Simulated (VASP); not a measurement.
# Li4LuAl2 (F-43m) in VASP: notebook

Runs on Li4LuAl2. Level: PBE. Tasks: single point, relaxation of cell and atoms.

Program: VASP 6.6.1. These are calculated values, not measurements. Logs are shortened: lines on timing, memory, paths and dates and some standing lists are left out, and cuts for length are marked.

**1. The cell of the first run**

The structure is cubic, space group F-43m (No. 216). The conventional cell has a = 8.441 Å, b = 8.441 Å, c = 8.441 Å, α = 90.00°, β = 90.00°, γ = 90.00°. Li (site symmetry 3m) has 1 Al at 2.19 Å and 3 Li at 2.38 Å within 2.9 Å. Lu (site symmetry -43m) has 12 Li at 3.58 Å and 8 Al at 3.66 Å within 4.7 Å. Within 4.5 Å of Al (site symmetry -43m) lie 12 Li at 3.45 Å and 4 Lu at 3.66 Å and 6 Al at 4.22 Å. Within 2.9 Å of Al (site symmetry -43m) lie 4 Li at 2.19 Å.

The cell was built from a structure type or drawn by symmetry, and may not be a known phase.

**2. Single point, PBE**

INCAR

```
PREC     = Accurate       # precision mode
ENCUT    = 520            # plane-wave cutoff, eV
EDIFF    = 1E-6           # SCF threshold, eV
ISMEAR   = 0              # smearing method
SIGMA    = 0.1            # smearing width, eV
LREAL    = F              # projectors in reciprocal space
LASPH    = T              # aspherical terms in the spheres
NELM     = 80             # most SCF steps
ALGO     = Fast           # electronic algorithm
ISIF     = 2              # what is computed and relaxed
LWAVE    = F              # write WAVECAR
LCHARG   = T              # write CHGCAR
GGA      = PE             # functional
LELF     = T              # ELF
LVHAR    = T            
NBANDS   = 30             # bands
```

KPOINTS

```
Automatic mesh
0
Gamma
  4 4 4
```

POSCAR

```
Li4LuAl2
1.0
    0.0000000000      4.2205929486      4.2205929486
    4.2205929486      0.0000000000      4.2205929486
    4.2205929486      4.2205929486      0.0000000000
Li Lu Al
4 1 2
Direct
    0.1501178735      0.1501178735      0.1501178735
    0.1501178735      0.1501178735      0.5496463795
    0.1501178735      0.5496463795      0.1501178735
    0.5496463795      0.1501178735      0.1501178735
    0.7500000000      0.7500000000      0.7500000000
    0.5000000000      0.5000000000      0.5000000000
    0.0000000000      0.0000000000      0.0000000000
```

Potentials or basis: VASP PAW PBE potentials, release 64 (Li_sv, Lu, Al).

Started as:

```console
> cat potpaw_PBE.64/Li_sv/POTCAR potpaw_PBE.64/Lu/POTCAR potpaw_PBE.64/Al/POTCAR > POTCAR
> mpirun -np 1 vasp_std > vasp.out
```

OUTCAR:

```text
PREC = Accurate
   ENCUT = 520
   EDIFF = 1E-6
   ISMEAR = 0
   LREAL = F
   LASPH = T
   NELM = 80
   ISIF = 2
   GGA = PE

 ion  position               nearest neighbor table
   1  0.150  0.150  0.150-   7 2.19   3 2.38   4 2.38   2 2.38
   2  0.150  0.150  0.550-   7 2.19   3 2.38   4 2.38   1 2.38
   3  0.150  0.550  0.150-   7 2.19   2 2.38   4 2.38   1 2.38
   4  0.550  0.150  0.150-   7 2.19   2 2.38   3 2.38   1 2.38
   5  0.750  0.750  0.750-
   6  0.500  0.500  0.500-
   7  0.000  0.000  0.000-   1 2.19   2 2.19   3 2.19   4 2.19

  LATTYP: Found a face centered cubic cell.
 ALAT       =     8.4411858972

  Lattice vectors:

 A1 = (   0.0000000000,   4.2205929486,   4.2205929486)
 A2 = (   4.2205929486,   0.0000000000,   4.2205929486)
 A3 = (   4.2205929486,   4.2205929486,   0.0000000000)

Analysis of symmetry for initial positions (statically):
=====================================================================
 Subroutine PRICEL returns:
 Original cell was already a primitive cell.

 Routine SETGRP: Setting up the symmetry group for a
 face centered cubic supercell.

 Subroutine GETGRP returns: Found 24 space group operations
 (whereof 24 operations were pure point group operations)
 out of a pool of 48 trial point group operations.

The static configuration has the point symmetry T_d .

Analysis of symmetry for dynamics (positions and initial velocities):
=====================================================================
 Subroutine PRICEL returns:
 Original cell was already a primitive cell.

 Routine SETGRP: Setting up the symmetry group for a
 face centered cubic supercell.

 Subroutine GETGRP returns: Found 24 space group operations
 (whereof 24 operations were pure point group operations)
 out of a pool of 48 trial point group operations.

The dynamic configuration has the point symmetry T_d .

 Subroutine INISYM returns: Found 24 space group operations
 (whereof 24 operations are pure point group operations),
 and found     1 'primitive' translations

----------------------------------------------------------------------------------------

                                     Primitive cell

  volume of cell :     150.3663

  direct lattice vectors                    reciprocal lattice vectors
     0.000000000  4.220592949  4.220592949    -0.118466767  0.118466767  0.118466767
     4.220592949  0.000000000  4.220592949     0.118466767 -0.118466767  0.118466767
     4.220592949  4.220592949  0.000000000     0.118466767  0.118466767 -0.118466767

  length of vectors
     5.968819789  5.968819789  5.968819789     0.205190459  0.205190459  0.205190459

  position of ions in fractional coordinates (direct lattice)
     0.150117874  0.150117874  0.150117874
     0.150117874  0.150117874  0.549646379
     0.150117874  0.549646379  0.150117874
     0.549646379  0.150117874  0.150117874
     0.750000000  0.750000000  0.750000000
     0.500000000  0.500000000  0.500000000
     0.000000000  0.000000000  0.000000000

  ion indices of the primitive-cell ions
   primitive index   ion index
                 1           1
                 2           2
                 3           3
                 4           4
                 5           5
                 6           6
                 7           7

----------------------------------------------------------------------------------------

 KPOINTS: Automatic mesh

Automatic generation of k-mesh.
 Grid dimensions read from file:
 generate k-points for:    4    4    4

 Generating k-lattice:

  Cartesian coordinates                     Fractional coordinates (reciprocal lattice)
    -0.029616692  0.029616692  0.029616692     0.250000000  0.000000000  0.000000000
     0.029616692 -0.029616692  0.029616692     0.000000000  0.250000000  0.000000000
     0.029616692  0.029616692 -0.029616692     0.000000000  0.000000000  0.250000000

  Length of vectors
     0.051297615  0.051297615  0.051297615

  Shift w.r.t. Gamma in fractional coordinates (k-lattice)
     0.000000000  0.000000000  0.000000000

 Subroutine IBZKPT returns following result:
 ===========================================

 Found      8 irreducible k-points:

 Following reciprocal coordinates:
            Coordinates               Weight
  0.000000  0.000000  0.000000      1.000000
  0.250000  0.000000  0.000000      8.000000
  0.500000  0.000000  0.000000      4.000000
  0.250000  0.250000  0.000000      6.000000
  0.500000  0.250000  0.000000     24.000000
 -0.250000  0.250000  0.000000     12.000000
  0.500000  0.500000  0.000000      3.000000
 -0.250000  0.500000  0.250000      6.000000
   k-points           NKPTS =      8   k-points in BZ     NKDIM =      8   number of bands    NBANDS=     30
   number of dos      NEDOS =    301   number of ions     NIONS =      7
   total plane-waves  NPLWV = 110592
   dimension x,y,z NGX =    48 NGY =   48 NGZ =   48
   dimension x,y,z NGXF=    96 NGYF=   96 NGZF=   96
   ions per type =               4   1   2
   NGX,Y,Z   is equivalent  to a cutoff of  13.37, 13.37, 13.37 a.u.
   NGXF,Y,Z  is equivalent  to a cutoff of  26.74, 26.74, 26.74 a.u.
 SYSTEM =  unknown system
   PREC   = accura    normal or accurate (medium, high low for compatibility)
   ISTART =      0    job   : 0-new  1-cont  2-samecut
   ICHARG =      2    charge: 1-file 2-atom 10-const
   ISPIN  =      1    spin polarized calculation?
   LNONCOLLINEAR =      F non collinear calculations
   LSORBIT =      F    spin-orbit coupling
   LASPH  =      T    aspherical Exc in radial PAW
   ENCUT  =  520.0 eV  38.22 Ry    6.18 a.u.  11.10 11.10 11.10*2*pi/ulx,y,z
   NELM   =     80;   NELMIN=  2; NELMDL= -5     # of ELM steps
   EDIFF  = 0.1E-05   stopping-criterion for ELM
   LREAL  =      F    real-space projection
   EDIFFG = 0.1E-04   stopping-criterion for IOM
   NSW    =      0    number of steps for IOM
   IBRION =     -1    ionic relax: 0-MD 1-quasi-New 2-CG
   NFREE  =      0    steps in history (QN), initial steepest desc. (CG)
   ISIF   =      2    stress and relaxation
   ISYM   =      2    0-nonsym 1-usesym 2-fastsym
   POTIM  = 0.5000    time-step for ionic-motion
   TEBEG  =    0.0;   TEEND  =   0.0 temperature during run
   PSTRESS=    0.0 pullay stress
   NELECT =      43.0000    total number of electrons
   NUPDOWN=      -1.0000    fix difference up-down
   EMIN   =  10.00;   EMAX   =-10.00  energy-range for DOS
   EFERMI =   0.00;   METHOD = LEGACY
   ISMEAR =     0;   SIGMA  =   0.10  broadening in eV -4-tet -1-fermi 0-gaus
   EFERMI_NEDOS =   21; number of points for ismear=-14 and -15
   IALGO  =     68    algorithm
   IMIX   =      4    mixing-type and parameters
     AMIX     =   0.40;   BMIX     =  1.00
     AMIX_MAG =   1.60;   BMIX_MAG =  1.00
  volume/ion in A,a.u.               =      21.48       144.96
  Fermi-wavevector in a.u.,A,eV,Ry     =   1.078568  2.038198 15.827778  1.163309
  Thomas-Fermi vector in A             =   2.214510
   LORBIT       =      0    0 simple, 1 ext, 2 COOP (PROOUT), +10 PAW based schemes
   GGA     = PE    functional components
   LHFCALC =     F    Hartree Fock is set to
   AEXX    =    0.0000 exact exchange contribution
   IVDW    =     0    specifies the selected vdW correction
   LEPSILON=     F    determine dielectric tensor
   LRPA    =     F    only Hartree local field effects (RPA)
 non-spin polarized calculation
 RMM-DIIS sequential band-by-band and
 Gauss-broadening in eV      SIGMA  =   0.10
  energy-cutoff  :      520.00
  volume of cell :      150.37
 maximum number of plane-waves:      4088
 NGX is ok and might be reduce to    48
   NGX = 23   NGY = 23   NGZ = 23

 number of electron      43.0000003 magnetization

 Free energy of the ion-electron system (eV)
  ---------------------------------------------------
  ext. energy  EPLUGINS =         0.00000000
  ---------------------------------------------------
  free energy    TOTEN  =       -15.90236715 eV

  energy without entropy =      -15.88621458  energy(sigma->0) =      -15.89429086

 E-fermi :   2.1920     XC(G=0):  -8.4645

 val. band max:        2.1224995934   @ k =   0.2500   0.0000   0.0000
 cond. band min:       2.2808472946   @ k =  -0.2500   0.5000   0.2500
 fundamental gap:      0.1583477012
 Fermi energy:         2.1919918570

 k-point     1 :       0.0000    0.0000    0.0000
  band No.  band energies     occupation
      1     -55.3403      2.00000
      2     -44.1659      2.00000
      3     -44.0862      2.00000
      4     -44.0862      2.00000
      5     -44.0862      2.00000
      6     -25.9159      2.00000
[... 22 lines left out ...]
     29       4.0326      0.00000
     30       4.6449      0.00000

 k-point     2 :       0.2500    0.0000    0.0000
  band No.  band energies     occupation
      1     -55.3403      2.00000
      2     -44.1655      2.00000
      3     -44.0867      2.00000
      4     -44.0862      2.00000
      5     -44.0862      2.00000
      6     -25.9161      2.00000
[... 22 lines left out ...]
     29       4.9617      0.00000
     30       5.7324      0.00000

 k-point     3 :       0.5000    0.0000    0.0000
  band No.  band energies     occupation
      1     -55.3403      2.00000
      2     -44.1651      2.00000
      3     -44.0872      2.00000
      4     -44.0862      2.00000
      5     -44.0862      2.00000
      6     -25.9163      2.00000
[... 22 lines left out ...]
     29       5.7803      0.00000
     30       7.0010      0.00000

 k-point     4 :       0.2500    0.2500    0.0000
  band No.  band energies     occupation
      1     -55.3403      2.00000
      2     -44.1654      2.00000
      3     -44.0868      2.00000
      4     -44.0863      2.00000
      5     -44.0863      2.00000
      6     -25.9161      2.00000
[... 22 lines left out ...]
     29       5.7977      0.00000
     30       6.1014      0.00000

 k-point     5 :       0.5000    0.2500    0.0000
  band No.  band energies     occupation
      1     -55.3403      2.00000
      2     -44.1649      2.00000
      3     -44.0874      2.00000
      4     -44.0862      2.00000
      5     -44.0862      2.00000
      6     -25.9163      2.00000
[... 22 lines left out ...]
     29       5.3773      0.00000
     30       6.2620      0.00000

 k-point     6 :      -0.2500    0.2500    0.0000
  band No.  band energies     occupation
      1     -55.3403      2.00000
      2     -44.1650      2.00000
      3     -44.0871      2.00000
      4     -44.0862      2.00000
      5     -44.0862      2.00000
      6     -25.9162      2.00000
[... 22 lines left out ...]
     29       5.7019      0.00000
     30       5.8470      0.00000

 k-point     7 :       0.5000    0.5000    0.0000
  band No.  band energies     occupation
      1     -55.3403      2.00000
      2     -44.1648      2.00000
      3     -44.0875      2.00000
      4     -44.0863      2.00000
      5     -44.0863      2.00000
      6     -25.9163      2.00000
[... 22 lines left out ...]
     29       5.4452      0.00000
     30       6.1869      0.00000

 k-point     8 :      -0.2500    0.5000    0.2500
  band No.  band energies     occupation
      1     -55.3403      2.00000
      2     -44.1647      2.00000
      3     -44.0875      2.00000
      4     -44.0862      2.00000
      5     -44.0862      2.00000
      6     -25.9162      2.00000
[... 22 lines left out ...]
     29       5.4790      0.00000
     30       5.9015      0.00000

------------------------ aborting loop because EDIFF is reached ----------------------------------------

  FORCE on cell =-STRESS in cart. coord.  units (eV):
  Direction    XX          YY          ZZ          XY          YZ          ZX
  --------------------------------------------------------------------------------------
  -------------------------------------------------------------------------------------
  Total       -0.0982639     -0.0982639     -0.0982639      0.0000000     -0.0000000     -0.0000000
  in kB       -1.0470183     -1.0470183     -1.0470183      0.0000000     -0.0000000     -0.0000000
  external PRESSURE =      -1.0470183 kB  Pullay stress =       0.0000000 kB

 VOLUME and BASIS-vectors are now :
 -----------------------------------------------------------------------------
  energy-cutoff  :      520.00
  volume of cell :      150.37
      direct lattice vectors                 reciprocal lattice vectors
     0.000000000  4.220592949  4.220592949    -0.118466767  0.118466767  0.118466767
     4.220592949  0.000000000  4.220592949     0.118466767 -0.118466767  0.118466767
     4.220592949  4.220592949  0.000000000     0.118466767  0.118466767 -0.118466767

 POSITION                                       TOTAL-FORCE (eV/Angst)
 -----------------------------------------------------------------------------------
      1.26717      1.26717      1.26717        -0.000517     -0.000517     -0.000517
      2.95342      2.95342      1.26717         0.000517      0.000517     -0.000517
      2.95342      1.26717      2.95342         0.000517     -0.000517      0.000517
      1.26717      2.95342      2.95342        -0.000517      0.000517      0.000517
      6.33089      6.33089      6.33089        -0.000000     -0.000000     -0.000000
      4.22059      4.22059      4.22059        -0.000000     -0.000000     -0.000000
      0.00000      0.00000      0.00000        -0.000000     -0.000000      0.000000
 -----------------------------------------------------------------------------------
    total drift:                               -0.000001     -0.000001     -0.000001

  FREE ENERGIE OF THE ION-ELECTRON SYSTEM (eV)
  ---------------------------------------------------
  free  energy   TOTEN  =       -15.9023671499 eV

  energy  without entropy=      -15.8862145787  energy(sigma->0) =      -15.89429086
```

Wall time 6.8 min (1 thread of Intel Xeon Platinum 8375C at 2.90GHz (Ice Lake), shared host); peak memory 0.35 GiB.

What came out:

```
Free energy            : -15.9024 eV
Band gap on the k mesh : zero (an odd number of electrons rules out a gap without spin polarisation)
```

Levels at points of the mesh, in eV from the Fermi level:
```
           k point  band 18  band 19  band 20  band 21  band 22  band 23  band 24  band 25
(0.00, 0.00, 0.00)    -1.35    -1.35    -1.35     0.52     0.52     0.59     1.31     1.31
(0.50, 0.00, 0.00)    -1.55    -0.94    -0.94    -0.56    -0.56    -0.55     1.26     1.26
(0.50, 0.50, 0.00)    -3.28    -1.66    -1.66    -0.92     0.99     0.99     1.38     1.44
```

Caveat: the cutoff is under 1.25 times the usual one of these potentials, so pressure, stress and relaxed cells hold a basis-set (Pulay) error; spin-orbit coupling is left out, which moves the levels of the heavy elements.

(Part 1 of 2 ends here.)
